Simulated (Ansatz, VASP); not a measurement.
# Zr2B3 in VASP and in Ansatz

Contents of INCAR:

```
PREC     = Accurate       # precision mode
ENCUT    = 600            # plane-wave cutoff, eV
EDIFF    = 1E-6           # SCF threshold, eV
ISMEAR   = 0              # smearing method
SIGMA    = 0.1            # smearing width, eV
LREAL    = F              # projectors in reciprocal space
LASPH    = T              # aspherical terms in the spheres
NELM     = 100            # most SCF steps
ALGO     = Normal         # electronic algorithm
ISIF     = 3              # what is computed and relaxed
LWAVE    = F              # write WAVECAR
LCHARG   = F              # write CHGCAR
GGA      = PE             # functional
IBRION   = 2              # ionic algorithm
NSW      = 90             # ionic steps
EDIFFG   = -0.04          # ionic threshold
```

File KPOINTS:

```
Automatic mesh
0
Gamma
  6 6 4
```

POSCAR

```
Zr2B3
1.0
    3.3065354200      0.0000000000      0.0000000000
   -1.6532677100      2.8635436700      0.0000000000
    0.0000000000      0.0000000000      6.2578578000
Zr B
2 3
Direct
    0.0000000000      0.0000000000      0.3172156700
    0.0000000000      0.0000000000      0.6827843300
    0.5000000000      0.0000000000      0.5000000000
    0.0000000000      0.5000000000      0.5000000000
    0.5000000000      0.5000000000      0.5000000000
```

Input for Ansatz:

```yaml
crystal:
  lattice:
    - [3.30653542, 0.0, 0.0]
    - [-1.65326771, 2.86354367, 0.0]
    - [0.0, 0.0, 6.2578578]
  atoms:
    - { symbol: Zr, position: [0.0, 0.0, 0.31721567] }
    - { symbol: Zr, position: [0.0, 0.0, 0.68278433] }
    - { symbol: B, position: [0.5, 0.0, 0.5] }
    - { symbol: B, position: [0.0, 0.5, 0.5] }
    - { symbol: B, position: [0.5, 0.5, 0.5] }
basis:
  ecutwfc: 420
kpoints:
  mp_grid: { grid: [6, 6, 4] }
hamiltonian:
  xc: pbe
scf:
  occupations: { method: gaussian, width: 0.1 }
  lower_state_search: "off"
output:
  forces: true
  stress: true
  eigenvalues: true
relax:
  adjacent_minimum: "off"
  f_tol: 0.04
  max_steps: 70
  cell: { stress_tol: 0.4 }
```

Alike in both runs: task relaxation of cell and atoms; functional PBE; k mesh 6 × 6 × 4; occupations gaussian, width 0.1 eV; no spin polarisation.

|  | VASP | Ansatz |
| --- | --- | --- |
| version | VASP 6.6.1 | Ansatz 0.2.0 |
| potentials or method | VASP PAW PBE potentials, release 64 (Zr_sv, B), cutoff 600 eV | scalar-relativistic, plane waves, PAW |
| valence electrons in the cell | 33 | 33 |

Ansatz gave:

- gap on the k mesh at the Fermi level, each at its own relaxed structure (eV): none
- relaxed volume (Å³/atom): 14.54
- relaxed cell length with the largest relative difference (Å): 6.587

Question: Estimate VASP's values.

Answer: gap on the k mesh at the Fermi level, each at its own relaxed structure (eV): none; relaxed volume (Å³/atom): 14.56; relaxed cell length with the largest relative difference (Å): 6.578.

A gap of «none» marks a metal or a gap that the smearing closes.

The k mesh is coarse, so the values compare programs but aren't converged. Noted on VASP's run: the volume moved by over 15 % at a fixed basis, so the end points are rough.
